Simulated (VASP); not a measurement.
Input of a VASP 6.6.1 run:

Contents of POSCAR:

```
ZnSe
1.0
    0.0000000000      2.8338000000      2.8338000000
    2.8338000000      0.0000000000      2.8338000000
    2.8338000000      2.8338000000      0.0000000000
Se Zn
1 1
Direct
    0.7500000000      0.7500000000      0.7500000000
    0.0000000000      0.0000000000      0.0000000000
```

Contents of INCAR.step1:

```
ALGO = Normal
EDIFF = 1E-5
ENCUT = 520
GGA = PE
GGA_COMPAT = False
ISIF = 2
ISMEAR = 0
KPAR = 4
LASPH = True
LORBIT = 11
LREAL = False
LSORBIT = True
LWAVE = True
MAGMOM = 0 0 0 0 0 0
NELM = 80
PREC = Accurate
SIGMA = 0.02
```

File INCAR.step2:

```
ALGO = Normal
EDIFF = 1E-7
ENCUT = 520
GGA = PE
GGA_COMPAT = False
HFSCREEN = 0.2
ISIF = 2
ISMEAR = 0
ISTART = 1
KPAR = 4
LASPH = True
LCHARG = True
LHFCALC = True
LORBIT = 11
LREAL = False
LSORBIT = True
LVHAR = True
LWAVE = False
MAGMOM = 0 0 0 0 0 0
NELM = 80
PREC = Accurate
PRECFOCK = Fast
SIGMA = 0.02
```

KPOINTS

```
k-points
0
Gamma
  6 6 6
```

Potentials or basis: VASP PAW PBE potentials, release 64 (Se, Zn).

Run with:

```console
$ cat potpaw_PBE.64/Se/POTCAR potpaw_PBE.64/Zn/POTCAR > POTCAR
$ cp INCAR.step1 INCAR
$ mpirun -np 4 vasp_ncl > vasp.out
$ cp INCAR.step2 INCAR
$ mpirun -np 4 vasp_ncl > vasp.out
```

Predict the pressure.

1.2 GPa.

Caveat: the PAW data sets were made with another functional, which shifts forces and pressure a little.
